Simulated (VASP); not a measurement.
# CaO (Fm-3m) in VASP: further runs

Runs on CaO. Level: PBE. Tasks: single point.

Everything below comes from runs of VASP 6.6.1. Logs are shortened: lines on timing, memory, paths and dates and some standing lists are left out, and cuts for length are marked.

### 1 The cell of the first run

It takes space group Fm-3m (No. 225, cubic). Conventional cell: a = 4.874 Å, b = 4.874 Å, c = 4.874 Å, α = 90.00°, β = 90.00°, γ = 90.00°. Within 3.2 Å of Ca (site symmetry m-3m) lie 6 O at 2.44 Å. Within 3.2 Å of O (site symmetry m-3m) lie 6 Ca at 2.44 Å.

### 2 Single point, PBE

The input, INCAR:

```
PREC     = Accurate       # precision mode
ENCUT    = 600            # plane-wave cutoff, eV
EDIFF    = 1E-6           # SCF threshold, eV
ISMEAR   = 0              # smearing method
SIGMA    = 0.01           # smearing width, eV
LREAL    = False          # projectors in reciprocal space
LASPH    = True           # aspherical terms in the spheres
NELM     = 120            # most SCF steps
ALGO     = Normal         # electronic algorithm
ISIF     = 2              # what is computed and relaxed
LWAVE    = False          # write WAVECAR
LCHARG   = False          # write CHGCAR
GGA      = PE             # functional
NBANDS   = 15             # bands
GGA_COMPAT= False
```

The input, KPOINTS:

```
regular mesh
0
Gamma
  4 4 4
```

The input, POSCAR:

```
CaO
1.0
    0.0000000000      2.4371549459      2.4371549459
    2.4371549459      0.0000000000      2.4371549459
    2.4371549459      2.4371549459      0.0000000000
Ca O
1 1
Direct
    0.0000000000      0.0000000000      0.0000000000
    0.5000000000      0.5000000000      0.5000000000
```

Potentials or basis: VASP PAW PBE potentials, release 64 (Ca_sv, O).

Launch:

```console
$ cat potpaw_PBE.64/Ca_sv/POTCAR potpaw_PBE.64/O/POTCAR > POTCAR
$ mpirun -np 1 vasp_std > vasp.out
```

OUTCAR:

```text
PREC = Accurate
   ENCUT = 600
   EDIFF = 1E-6
   ISMEAR = 0
   LREAL = False
   LASPH = True
   NELM = 120
   ISIF = 2
   GGA = PE

 ion  position               nearest neighbor table
   1  0.000  0.000  0.000-   2 2.44   2 2.44   2 2.44   2 2.44   2 2.44   2 2.44
   2  0.500  0.500  0.500-   1 2.44   1 2.44   1 2.44   1 2.44   1 2.44   1 2.44

  LATTYP: Found a face centered cubic cell.
 ALAT       =     4.8743098918

  Lattice vectors:

 A1 = (   0.0000000000,   2.4371549459,   2.4371549459)
 A2 = (   2.4371549459,   0.0000000000,   2.4371549459)
 A3 = (   2.4371549459,   2.4371549459,   0.0000000000)

Analysis of symmetry for initial positions (statically):
=====================================================================
 Subroutine PRICEL returns:
 Original cell was already a primitive cell.

 Routine SETGRP: Setting up the symmetry group for a
 face centered cubic supercell.

 Subroutine GETGRP returns: Found 48 space group operations
 (whereof 48 operations were pure point group operations)
 out of a pool of 48 trial point group operations.

The static configuration has the point symmetry O_h .

Analysis of symmetry for dynamics (positions and initial velocities):
=====================================================================
 Subroutine PRICEL returns:
 Original cell was already a primitive cell.

 Routine SETGRP: Setting up the symmetry group for a
 face centered cubic supercell.

 Subroutine GETGRP returns: Found 48 space group operations
 (whereof 48 operations were pure point group operations)
 out of a pool of 48 trial point group operations.

The dynamic configuration has the point symmetry O_h .

 Subroutine INISYM returns: Found 48 space group operations
 (whereof 48 operations are pure point group operations),
 and found     1 'primitive' translations

----------------------------------------------------------------------------------------

                                     Primitive cell

  volume of cell :      28.9521

  direct lattice vectors                    reciprocal lattice vectors
     0.000000000  2.437154946  2.437154946    -0.205157247  0.205157247  0.205157247
     2.437154946  0.000000000  2.437154946     0.205157247 -0.205157247  0.205157247
     2.437154946  2.437154946  0.000000000     0.205157247  0.205157247 -0.205157247

  length of vectors
     3.446657578  3.446657578  3.446657578     0.355342776  0.355342776  0.355342776

  position of ions in fractional coordinates (direct lattice)
     0.000000000  0.000000000  0.000000000
     0.500000000  0.500000000  0.500000000

  ion indices of the primitive-cell ions
   primitive index   ion index
                 1           1
                 2           2

----------------------------------------------------------------------------------------

 KPOINTS: regular mesh

Automatic generation of k-mesh.
 Grid dimensions read from file:
 generate k-points for:    4    4    4

 Generating k-lattice:

  Cartesian coordinates                     Fractional coordinates (reciprocal lattice)
    -0.051289312  0.051289312  0.051289312     0.250000000  0.000000000  0.000000000
     0.051289312 -0.051289312  0.051289312     0.000000000  0.250000000  0.000000000
     0.051289312  0.051289312 -0.051289312     0.000000000  0.000000000  0.250000000

  Length of vectors
     0.088835694  0.088835694  0.088835694

  Shift w.r.t. Gamma in fractional coordinates (k-lattice)
     0.000000000  0.000000000  0.000000000

 Subroutine IBZKPT returns following result:
 ===========================================

 Found      8 irreducible k-points:

 Following reciprocal coordinates:
            Coordinates               Weight
  0.000000  0.000000  0.000000      1.000000
  0.250000  0.000000  0.000000      8.000000
  0.500000  0.000000  0.000000      4.000000
  0.250000  0.250000  0.000000      6.000000
  0.500000  0.250000  0.000000     24.000000
 -0.250000  0.250000  0.000000     12.000000
  0.500000  0.500000  0.000000      3.000000
 -0.250000  0.500000  0.250000      6.000000
   k-points           NKPTS =      8   k-points in BZ     NKDIM =      8   number of bands    NBANDS=     15
   number of dos      NEDOS =    301   number of ions     NIONS =      2
   total plane-waves  NPLWV =  21952
   dimension x,y,z NGX =    28 NGY =   28 NGZ =   28
   dimension x,y,z NGXF=    56 NGYF=   56 NGZF=   56
   ions per type =               1   1
   NGX,Y,Z   is equivalent  to a cutoff of  13.51, 13.51, 13.51 a.u.
   NGXF,Y,Z  is equivalent  to a cutoff of  27.01, 27.01, 27.01 a.u.
 SYSTEM =  unknown system
   PREC   = accura    normal or accurate (medium, high low for compatibility)
   ISTART =      0    job   : 0-new  1-cont  2-samecut
   ICHARG =      2    charge: 1-file 2-atom 10-const
   ISPIN  =      1    spin polarized calculation?
   LNONCOLLINEAR =      F non collinear calculations
   LSORBIT =      F    spin-orbit coupling
   LASPH  =      T    aspherical Exc in radial PAW
   ENCUT  =  600.0 eV  44.10 Ry    6.64 a.u.   6.88  6.88  6.88*2*pi/ulx,y,z
   NELM   =    120;   NELMIN=  2; NELMDL= -5     # of ELM steps
   EDIFF  = 0.1E-05   stopping-criterion for ELM
   LREAL  =      F    real-space projection
   EDIFFG = 0.1E-04   stopping-criterion for IOM
   NSW    =      0    number of steps for IOM
   IBRION =     -1    ionic relax: 0-MD 1-quasi-New 2-CG
   NFREE  =      0    steps in history (QN), initial steepest desc. (CG)
   ISIF   =      2    stress and relaxation
   ISYM   =      2    0-nonsym 1-usesym 2-fastsym
   POTIM  = 0.5000    time-step for ionic-motion
   TEBEG  =    0.0;   TEEND  =   0.0 temperature during run
   PSTRESS=    0.0 pullay stress
   NELECT =      16.0000    total number of electrons
   NUPDOWN=      -1.0000    fix difference up-down
   EMIN   =  10.00;   EMAX   =-10.00  energy-range for DOS
   EFERMI =   0.00;   METHOD = LEGACY
   ISMEAR =     0;   SIGMA  =   0.01  broadening in eV -4-tet -1-fermi 0-gaus
   EFERMI_NEDOS =   21; number of points for ismear=-14 and -15
   IALGO  =     38    algorithm
   IMIX   =      4    mixing-type and parameters
     AMIX     =   0.40;   BMIX     =  1.00
     AMIX_MAG =   1.60;   BMIX_MAG =  1.00
  volume/ion in A,a.u.               =      14.48        97.69
  Fermi-wavevector in a.u.,A,eV,Ry     =   1.343451  2.538753 24.556603  1.804859
  Thomas-Fermi vector in A             =   2.471523
   LORBIT       =      0    0 simple, 1 ext, 2 COOP (PROOUT), +10 PAW based schemes
   GGA     = PE    functional components
   LHFCALC =     F    Hartree Fock is set to
   AEXX    =    0.0000 exact exchange contribution
   IVDW    =     0    specifies the selected vdW correction
   LEPSILON=     F    determine dielectric tensor
   LRPA    =     F    only Hartree local field effects (RPA)
 non-spin polarized calculation
 Gauss-broadening in eV      SIGMA  =   0.01
  energy-cutoff  :      600.00
  volume of cell :       28.95
 maximum number of plane-waves:       982
   NGX = 13   NGY = 13   NGZ = 13

 number of electron      16.0000004 magnetization

 Free energy of the ion-electron system (eV)
  ---------------------------------------------------
  ext. energy  EPLUGINS =         0.00000000
  ---------------------------------------------------
  free energy    TOTEN  =       -12.80038990 eV

  energy without entropy =      -12.80038990  energy(sigma->0) =      -12.80038990

 E-fermi :   2.2146     XC(G=0): -10.2706

 val. band max:        2.1230319404   @ k =   0.0000   0.0000   0.0000
 cond. band min:       5.7602012304   @ k =   0.5000   0.5000   0.0000
 fundamental gap:      3.6371692900
 Fermi energy:         2.2145504450

 k-point     1 :       0.0000    0.0000    0.0000
  band No.  band energies     occupation
      1     -35.6982      2.00000
      2     -16.4903      2.00000
      3     -16.4903      2.00000
      4     -16.4903      2.00000
      5     -13.3288      2.00000
      6       2.1230      2.00000
      7       2.1230      2.00000
      8       2.1230      2.00000
      9       6.4991      0.00000
     10       8.2349      0.00000
     11       8.2349      0.00000
     12       8.2349      0.00000
     13       9.6664      0.00000
     14       9.6664      0.00000
     15      16.9272      0.00000

 k-point     2 :       0.2500    0.0000    0.0000
  band No.  band energies     occupation
      1     -35.6560      2.00000
      2     -17.0137      2.00000
      3     -16.5146      2.00000
      4     -16.5146      2.00000
      5     -12.7617      2.00000
      6       0.6355      2.00000
      7       1.5069      2.00000
      8       1.5069      2.00000
      9       8.2341      0.00000
     10       8.6238      0.00000
     11       9.1408      0.00000
     12       9.1408      0.00000
     13      10.8354      0.00000
     14      10.8354      0.00000
     15      17.6156      0.00000

 k-point     3 :       0.5000    0.0000    0.0000
  band No.  band energies     occupation
      1     -35.6132      2.00000
      2     -17.4294      2.00000
      3     -16.5386      2.00000
      4     -16.5386      2.00000
      5     -12.2970      2.00000
      6      -0.4205      2.00000
      7       0.9995      2.00000
      8       0.9995      2.00000
      9       8.9707      0.00000
     10      10.2406      0.00000
     11      10.2406      0.00000
     12      10.3030      0.00000
     13      12.1892      0.00000
     14      12.1892      0.00000
     15      15.7536      0.00000
[... 55 lines left out ...]
 k-point     7 :       0.5000    0.5000    0.0000
  band No.  band energies     occupation
      1     -35.5878      2.00000
      2     -17.0103      2.00000
      3     -16.6877      2.00000
      4     -16.6877      2.00000
      5     -13.0904      2.00000
      6       0.8065      2.00000
      7       1.7408      2.00000
      8       1.7408      2.00000
      9       5.7602      0.00000
     10       9.8524      0.00000
     11      10.7676      0.00000
     12      11.3646      0.00000
     13      11.3646      0.00000
     14      12.9931      0.00000
     15      14.9712      0.00000

 k-point     8 :      -0.2500    0.5000    0.2500
  band No.  band energies     occupation
      1     -35.5871      2.00000
      2     -16.8506      2.00000
      3     -16.8506      2.00000
      4     -16.8421      2.00000
      5     -12.7743      2.00000
      6       0.8997      2.00000
      7       1.0673      2.00000
      8       1.0673      2.00000
      9       8.3007      0.00000
     10       8.3007      0.00000
     11      10.2129      0.00000
     12      11.3699      0.00000
     13      11.7750      0.00000
     14      15.4119      0.00000
     15      15.7881      0.00000

------------------------ aborting loop because EDIFF is reached ----------------------------------------

  FORCE on cell =-STRESS in cart. coord.  units (eV):
  Direction    XX          YY          ZZ          XY          YZ          ZX
  --------------------------------------------------------------------------------------
  -------------------------------------------------------------------------------------
  Total       -0.4107957     -0.4107957     -0.4107957      0.0000000      0.0000000      0.0000000
  in kB      -22.7330159    -22.7330159    -22.7330159      0.0000000      0.0000000      0.0000000
  external PRESSURE =     -22.7330159 kB  Pullay stress =       0.0000000 kB

 VOLUME and BASIS-vectors are now :
 -----------------------------------------------------------------------------
  energy-cutoff  :      600.00
  volume of cell :       28.95
      direct lattice vectors                 reciprocal lattice vectors
     0.000000000  2.437154946  2.437154946    -0.205157247  0.205157247  0.205157247
     2.437154946  0.000000000  2.437154946     0.205157247 -0.205157247  0.205157247
     2.437154946  2.437154946  0.000000000     0.205157247  0.205157247 -0.205157247

 POSITION                                       TOTAL-FORCE (eV/Angst)
 -----------------------------------------------------------------------------------
      0.00000      0.00000      0.00000         0.000000      0.000000      0.000000
      2.43715      2.43715      2.43715        -0.000000     -0.000000     -0.000000
 -----------------------------------------------------------------------------------
    total drift:                                0.000000      0.000000      0.000000

  FREE ENERGIE OF THE ION-ELECTRON SYSTEM (eV)
  ---------------------------------------------------
  free  energy   TOTEN  =       -12.8003898960 eV

  energy  without entropy=      -12.8003898960  energy(sigma->0) =      -12.80038990
```

It took 4.5 s on 1 thread of Intel Xeon 6975P-C (Granite Rapids), shared host; peak memory 0.15 GiB.

What came out:

```
Free energy            : -12.8004 eV
Pressure               : -2.3 GPa
Band gap on the k mesh : 3.64 eV, indirect (least direct gap 4.02 eV)
```

Levels at points of the mesh, in eV from the valence-band top:
```csv
k point,band 5,band 6,band 7,band 8,band 9,band 10,band 11,band 12
"(0.00, 0.00, 0.00)",-15.45,0.00,0.00,0.00,4.38,6.11,6.11,6.11
"(0.50, 0.00, 0.00)",-14.42,-2.54,-1.12,-1.12,6.85,8.12,8.12,8.18
"(0.50, 0.50, 0.00)",-15.21,-1.32,-0.38,-0.38,3.64,7.73,8.64,9.24
```

Caveat: the k points lie up to 0.56 Å⁻¹ apart. A k mesh can miss the band edges.

[end of part 1 of 2]
